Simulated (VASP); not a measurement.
# Li3B2 (P1) in VASP: single point with PBE

Aim: the single point of Li3B2 with PBE.

All numbers are computed with VASP 6.6.1; they aren't measurements. Logs are shortened: lines on timing, memory, paths and dates and some standing lists are left out, and cuts for length are marked.

## Step 1: The cell of the first run

The typed cell holds 5 atoms: a = 3.113 Å, b = 4.998 Å, c = 6.650 Å, α = 72.11°, β = 75.70°, γ = 128.52°.

The cell was built from a structure type or drawn by symmetry, and may not be a known phase.

## Step 2: Single point, PBE

The input, INCAR:

```
SYSTEM = Li3B2
  PREC = Accurate
  ENCUT = 520
  EDIFF = 1E-7
  ISMEAR = 0
  SIGMA = 0.1
  LREAL = .FALSE.
  LASPH = .TRUE.
  NELM = 60
  ALGO = Fast
  ISIF = 2
  LWAVE = .FALSE.
  LCHARG = .FALSE.
  GGA = PE
  NBANDS = 16
```

The input, KPOINTS:

```
Automatic mesh
0
G
  6 6 4
  0 0 0
```

The input, POSCAR:

```
Li3B2
1.0
    2.9405010452     -0.9521159227      0.3748596090
   -1.9163348974      4.5549692006      0.7500075359
    1.5592881282      1.8793533183      6.1848914472
Li B
3 2
Direct
    0.7286200174      0.1451190818      0.3701136444
    0.6068432624      0.7336340979      0.7813689258
    0.1781117356     -0.0606318093      0.0755381301
    0.4056913066      0.4564789729      0.5590551540
    0.8539751837      0.4224829479      0.5925787876
```

Potentials or basis: VASP PAW PBE potentials, release 64 (Li_sv, B).

Started as:

```bash
$ cat potpaw_PBE.64/Li_sv/POTCAR potpaw_PBE.64/B/POTCAR > POTCAR
$ mpirun -np 1 vasp_std > vasp.out
```

OUTCAR:

```text
SYSTEM = Li3B2
   PREC = Accurate
   ENCUT = 520
   EDIFF = 1E-7
   ISMEAR = 0
   LREAL = .FALSE.
   LASPH = .TRUE.
   NELM = 60
   ISIF = 2
   GGA = PE

 ion  position               nearest neighbor table
   1  0.729  0.145  0.370-   5 2.26   5 2.27
   2  0.607  0.734  0.781-   4 2.27   4 2.27
   3  0.178  0.939  0.076-
   4  0.406  0.456  0.559-   5 1.57   5 1.57   2 2.27   2 2.27
   5  0.854  0.422  0.593-   4 1.57   4 1.57   1 2.26   1 2.27

  LATTYP: Found a triclinic cell.
 ALAT       =     5.3722112379
 B/A-ratio  =     0.5795478000
 C/A-ratio  =     0.7279788081
 COS(alpha) =     0.0002377505
 COS(beta)  =     0.0014465259
 COS(gamma) =     0.3055875896

  Lattice vectors:

 A1 = (   0.5351219804,  -1.7234999596,   5.0600243023)
 A2 = (   2.9405010452,  -0.9521159227,   0.3748596090)
 A3 = (   1.0241661478,   3.6028532779,   1.1248671449)

Analysis of symmetry for initial positions (statically):
=====================================================================
 Subroutine PRICEL returns:
 Original cell was already a primitive cell.

 Routine SETGRP: Setting up the symmetry group for a
 triclinic supercell.

 Subroutine GETGRP returns: Found  1 space group operations
 (whereof  1 operations were pure point group operations)
 out of a pool of  2 trial point group operations.

The static configuration has the point symmetry C_1 .

Analysis of symmetry for dynamics (positions and initial velocities):
=====================================================================
 Subroutine PRICEL returns:
 Original cell was already a primitive cell.

 Routine SETGRP: Setting up the symmetry group for a
 triclinic supercell.

 Subroutine GETGRP returns: Found  1 space group operations
 (whereof  1 operations were pure point group operations)
 out of a pool of  2 trial point group operations.

The dynamic configuration has the point symmetry C_1 .

 Subroutine INISYM returns: Found  1 space group operations
 (whereof  1 operations are pure point group operations),
 and found     1 'primitive' translations

----------------------------------------------------------------------------------------

                                     Primitive cell

  volume of cell :      62.2843

  direct lattice vectors                    reciprocal lattice vectors
     2.940501045 -0.952115923  0.374859609     0.429682360  0.209070395 -0.171856815
    -1.916334897  4.554969201  0.750007536     0.105856986  0.282610037 -0.112562308
     1.559288128  1.879353318  6.184891447    -0.038879276 -0.046942086  0.185750189

  length of vectors
     3.113453204  4.998259213  6.649528598     0.507811112  0.322093787  0.195494988

  position of ions in fractional coordinates (direct lattice)
     0.728620017  0.145119082  0.370113644
     0.606843262  0.733634098  0.781368926
     0.178111736  0.939368191  0.075538130
     0.405691307  0.456478973  0.559055154
     0.853975184  0.422482948  0.592578788

  ion indices of the primitive-cell ions
   primitive index   ion index
                 1           1
                 2           2
                 3           3
                 4           4
                 5           5

----------------------------------------------------------------------------------------

 KPOINTS: Automatic mesh

Automatic generation of k-mesh.
 Grid dimensions read from file:
 generate k-points for:    6    6    4

 Generating k-lattice:

  Cartesian coordinates                     Fractional coordinates (reciprocal lattice)
     0.071613727  0.034845066 -0.028642802     0.166666667  0.000000000 -0.000000000
     0.017642831  0.047101673 -0.018760385    -0.000000000  0.166666667 -0.000000000
    -0.009719819 -0.011735521  0.046437547    -0.000000000  0.000000000  0.250000000

  Length of vectors
     0.084635185  0.053682298  0.048873747

  Shift w.r.t. Gamma in fractional coordinates (k-lattice)
     0.000000000  0.000000000  0.000000000

 Subroutine IBZKPT returns following result:
 ===========================================

 Found     76 irreducible k-points:

 Following reciprocal coordinates:
            Coordinates               Weight
  0.000000  0.000000  0.000000      1.000000
  0.166667  0.000000  0.000000      2.000000
  0.333333  0.000000  0.000000      2.000000
  0.500000  0.000000  0.000000      1.000000
  0.000000  0.166667  0.000000      2.000000
  0.166667  0.166667  0.000000      2.000000
[... 16 lines left out ...]
  0.333333  0.000000  0.250000      2.000000
  0.500000  0.000000  0.250000      2.000000
 [... further k-points ...]
   k-points           NKPTS =     76   k-points in BZ     NKDIM =     76   number of bands    NBANDS=     16
   number of dos      NEDOS =    301   number of ions     NIONS =      5
   total plane-waves  NPLWV =  48000
   dimension x,y,z NGX =    24 NGY =   40 NGZ =   50
   dimension x,y,z NGXF=    48 NGYF=   80 NGZF=  100
   ions per type =               3   2
   NGX,Y,Z   is equivalent  to a cutoff of  12.82, 13.30, 12.50 a.u.
   NGXF,Y,Z  is equivalent  to a cutoff of  25.63, 26.61, 25.00 a.u.
 SYSTEM =  Li3B2
   PREC   = accura    normal or accurate (medium, high low for compatibility)
   ISTART =      0    job   : 0-new  1-cont  2-samecut
   ICHARG =      2    charge: 1-file 2-atom 10-const
   ISPIN  =      1    spin polarized calculation?
   LNONCOLLINEAR =      F non collinear calculations
   LSORBIT =      F    spin-orbit coupling
   LASPH  =      T    aspherical Exc in radial PAW
   ENCUT  =  520.0 eV  38.22 Ry    6.18 a.u.   5.79  9.29 12.36*2*pi/ulx,y,z
   NELM   =     60;   NELMIN=  2; NELMDL= -5     # of ELM steps
   EDIFF  = 0.1E-06   stopping-criterion for ELM
   LREAL  =      F    real-space projection
   EDIFFG = 0.1E-05   stopping-criterion for IOM
   NSW    =      0    number of steps for IOM
   IBRION =     -1    ionic relax: 0-MD 1-quasi-New 2-CG
   NFREE  =      0    steps in history (QN), initial steepest desc. (CG)
   ISIF   =      2    stress and relaxation
   ISYM   =      2    0-nonsym 1-usesym 2-fastsym
   POTIM  = 0.5000    time-step for ionic-motion
   TEBEG  =    0.0;   TEEND  =   0.0 temperature during run
   PSTRESS=    0.0 pullay stress
   NELECT =      15.0000    total number of electrons
   NUPDOWN=      -1.0000    fix difference up-down
   EMIN   =  10.00;   EMAX   =-10.00  energy-range for DOS
   EFERMI =   0.00;   METHOD = LEGACY
   ISMEAR =     0;   SIGMA  =   0.10  broadening in eV -4-tet -1-fermi 0-gaus
   EFERMI_NEDOS =   21; number of points for ismear=-14 and -15
   IALGO  =     68    algorithm
   IMIX   =      4    mixing-type and parameters
     AMIX     =   0.40;   BMIX     =  1.00
     AMIX_MAG =   1.60;   BMIX_MAG =  1.00
  volume/ion in A,a.u.               =      12.46        84.06
  Fermi-wavevector in a.u.,A,eV,Ry     =   1.018542  1.924766 14.115071  1.037428
  Thomas-Fermi vector in A             =   2.152006
   LORBIT       =      0    0 simple, 1 ext, 2 COOP (PROOUT), +10 PAW based schemes
   GGA     = PE    functional components
   LHFCALC =     F    Hartree Fock is set to
   AEXX    =    0.0000 exact exchange contribution
   IVDW    =     0    specifies the selected vdW correction
   LEPSILON=     F    determine dielectric tensor
   LRPA    =     F    only Hartree local field effects (RPA)
 non-spin polarized calculation
 RMM-DIIS sequential band-by-band and
 Gauss-broadening in eV      SIGMA  =   0.10
  energy-cutoff  :      520.00
  volume of cell :       62.28
 maximum number of plane-waves:      1690
   NGX = 11   NGY = 19   NGZ = 25

 number of electron      14.9999997 magnetization

 Free energy of the ion-electron system (eV)
  ---------------------------------------------------
  ext. energy  EPLUGINS =         0.00000000
  ---------------------------------------------------
  free energy    TOTEN  =       -19.49602523 eV

  energy without entropy =      -19.49171941  energy(sigma->0) =      -19.49387232

 E-fermi :   2.3447     XC(G=0):  -8.6082

 val. band max:        2.3290133603   @ k =   0.1667   0.0000   0.5000
 cond. band min:       2.3736036525   @ k =  -0.0000   0.1667   0.5000
 fundamental gap:      0.0445902922
 Fermi energy:         2.3447111441

 k-point     1 :       0.0000    0.0000    0.0000
  band No.  band energies     occupation
      1     -44.1289      2.00000
      2     -43.6331      2.00000
      3     -43.5965      2.00000
      4      -7.8237      2.00000
      5      -1.2951      2.00000
      6      -1.1769      2.00000
[... 8 lines left out ...]
     15      11.0836      0.00000
     16      11.4525      0.00000

 k-point     2 :       0.1667    0.0000    0.0000
  band No.  band energies     occupation
      1     -44.1273      2.00000
      2     -43.6279      2.00000
      3     -43.5991      2.00000
      4      -7.4531      2.00000
      5      -1.9503      2.00000
      6      -1.3721      2.00000
[... 8 lines left out ...]
     15      10.4587      0.00000
     16      11.7137      0.00000

 k-point     3 :       0.3333    0.0000    0.0000
  band No.  band energies     occupation
      1     -44.1245      2.00000
      2     -43.6173      2.00000
      3     -43.6043      2.00000
      4      -6.4515      2.00000
      5      -3.5080      2.00000
      6      -0.3185      2.00000
[... 8 lines left out ...]
     15      10.5574      0.00000
     16      12.0236      0.00000

 k-point     4 :       0.5000    0.0000    0.0000
  band No.  band energies     occupation
      1     -44.1232      2.00000
      2     -43.6120      2.00000
      3     -43.6068      2.00000
      4      -5.0972      2.00000
      5      -5.0410      2.00000
      6       0.6602      2.00000
[... 8 lines left out ...]
     15      12.4495      0.00000
     16      12.9609      0.00000

 k-point     5 :       0.0000    0.1667    0.0000
  band No.  band energies     occupation
      1     -44.1286      2.00000
      2     -43.6323      2.00000
      3     -43.5972      2.00000
      4      -7.7462      2.00000
      5      -1.5237      2.00000
      6      -1.1569      2.00000
[... 8 lines left out ...]
     15      11.2822      0.00000
     16      11.5299      0.00000

 k-point     6 :       0.1667    0.1667    0.0000
  band No.  band energies     occupation
      1     -44.1270      2.00000
      2     -43.6261      2.00000
      3     -43.6006      2.00000
      4      -7.2909      2.00000
      5      -1.9017      2.00000
      6      -1.4118      2.00000
[... 8 lines left out ...]
     15      10.7768      0.00000
     16      11.6542      0.00000
[... 267 lines left out ...]
 k-point    21 :      -0.0000   -0.0000    0.2500
  band No.  band energies     occupation
      1     -44.1288      2.00000
      2     -43.6315      2.00000
      3     -43.5981      2.00000
      4      -7.8047      2.00000
      5      -1.8092      2.00000
      6      -1.1883      2.00000
[... 8 lines left out ...]
     15      11.3023      0.00000
     16      11.5132      0.00000

 k-point    22 :       0.1667    0.0000    0.2500
  band No.  band energies     occupation
      1     -44.1274      2.00000
      2     -43.6296      2.00000
      3     -43.5974      2.00000
      4      -7.4718      2.00000
      5      -1.9414      2.00000
      6      -0.8797      2.00000
[... 8 lines left out ...]
     15      11.4248      0.00000
     16      11.9514      0.00000

 k-point    23 :       0.3333    0.0000    0.2500
  band No.  band energies     occupation
      1     -44.1245      2.00000
      2     -43.6191      2.00000
      3     -43.6024      2.00000
      4      -6.4674      2.00000
      5      -3.4898      2.00000
      6      -0.4403      2.00000
[... 8 lines left out ...]
     15      11.0088      0.00000
     16      11.6660      0.00000

 k-point    24 :       0.5000    0.0000    0.2500
  band No.  band energies     occupation
      1     -44.1232      2.00000
      2     -43.6114      2.00000
      3     -43.6074      2.00000
      4      -5.0847      2.00000
      5      -5.0515      2.00000
      6       0.6708      2.00000
[... 8 lines left out ...]
     15      11.3201      0.00000
     16      13.6940      0.00000

 [... further k-points ...]
[... 5 lines left out ...]
  --------------------------------------------------------------------------------------
  -------------------------------------------------------------------------------------
  Total       -0.0329284     -0.0101654     -0.0020734     -0.0059902      0.0076510     -0.0070626
  in kB       -0.8470384     -0.2614905     -0.0533357     -0.1540892      0.1968123     -0.1816753
  external PRESSURE =      -0.3872882 kB  Pullay stress =       0.0000000 kB

 VOLUME and BASIS-vectors are now :
 -----------------------------------------------------------------------------
  energy-cutoff  :      520.00
  volume of cell :       62.28
      direct lattice vectors                 reciprocal lattice vectors
     2.940501045 -0.952115923  0.374859609     0.429682360  0.209070395 -0.171856815
    -1.916334897  4.554969201  0.750007536     0.105856986  0.282610037 -0.112562308
     1.559288128  1.879353318  6.184891447    -0.038879276 -0.046942086  0.185750189

 POSITION                                       TOTAL-FORCE (eV/Angst)
 -----------------------------------------------------------------------------------
      2.44152      0.66286      2.67108         0.002402      0.001585     -0.003113
      1.59691      4.23236      5.61039         0.002600      0.000232      0.002974
     -1.15862      4.25117      1.23850         0.006173      0.000878     -0.001377
      1.18990      2.74364      3.95214        -0.004001     -0.001750     -0.001220
      2.62550      2.22498      4.30202        -0.007174     -0.000945      0.002736
 -----------------------------------------------------------------------------------
    total drift:                               -0.000423     -0.000175     -0.000223

  FREE ENERGIE OF THE ION-ELECTRON SYSTEM (eV)
  ---------------------------------------------------
  free  energy   TOTEN  =       -19.4960252322 eV

  energy  without entropy=      -19.4917194087  energy(sigma->0) =      -19.49387232
```

It took 6.1 min on 1 thread of Oxide Virtual Turin-like, shared host; peak memory 0.2 GiB.

What came out:

* Free energy: -19.4960 eV
* Largest force: 0.008 eV/Å
* Band gap on the k mesh: zero (an odd number of electrons rules out a gap without spin polarisation)

Forces on the atoms (eV/Å):
```
Li   0.002  0.002 -0.003
Li   0.003  0.000  0.003
Li   0.006  0.001 -0.001
B   -0.004 -0.002 -0.001
B   -0.007 -0.001  0.003
```

Levels at points of the mesh, in eV from the Fermi level:
| k point | band 3 | band 4 | band 5 | band 6 | band 7 | band 8 | band 9 | band 10 | band 11 | band 12 |
| --- | --- | --- | --- | --- | --- | --- | --- | --- | --- | --- |
| (0.00, 0.00, 0.00) | -45.94 | -10.17 | -3.64 | -3.52 | -2.89 | -1.37 | 3.56 | 5.51 | 5.55 | 6.94 |
| (0.50, 0.00, 0.00) | -45.95 | -7.44 | -7.39 | -1.68 | -1.31 | -0.48 | 0.18 | 2.86 | 3.31 | 3.38 |
| (0.00, 0.50, 0.00) | -45.94 | -9.84 | -4.45 | -3.91 | -3.42 | -1.15 | 4.47 | 5.12 | 6.64 | 7.34 |
| (0.50, 0.50, 0.00) | -45.95 | -7.72 | -7.68 | -1.20 | -0.80 | 0.84 | 0.86 | 1.83 | 3.71 | 5.15 |
| (0.00, 0.00, 0.50) | -45.94 | -10.13 | -4.50 | -3.54 | -2.77 | 0.99 | 3.61 | 3.65 | 3.99 | 5.82 |
| (0.50, 0.00, 0.50) | -45.95 | -7.44 | -7.38 | -1.66 | -1.32 | -0.55 | 0.14 | 2.77 | 3.33 | 3.52 |
| (0.00, 0.50, 0.50) | -45.94 | -9.87 | -4.63 | -3.52 | -3.41 | -0.22 | 1.72 | 3.95 | 6.59 | 8.36 |
| (0.50, 0.50, 0.50) | -45.95 | -7.71 | -7.69 | -1.10 | -0.73 | 0.83 | 0.85 | 1.61 | 3.58 | 5.22 |

Caveat: the cutoff is under 1.25 times the usual one of these potentials, so pressure, stress and relaxed cells hold a basis-set (Pulay) error.
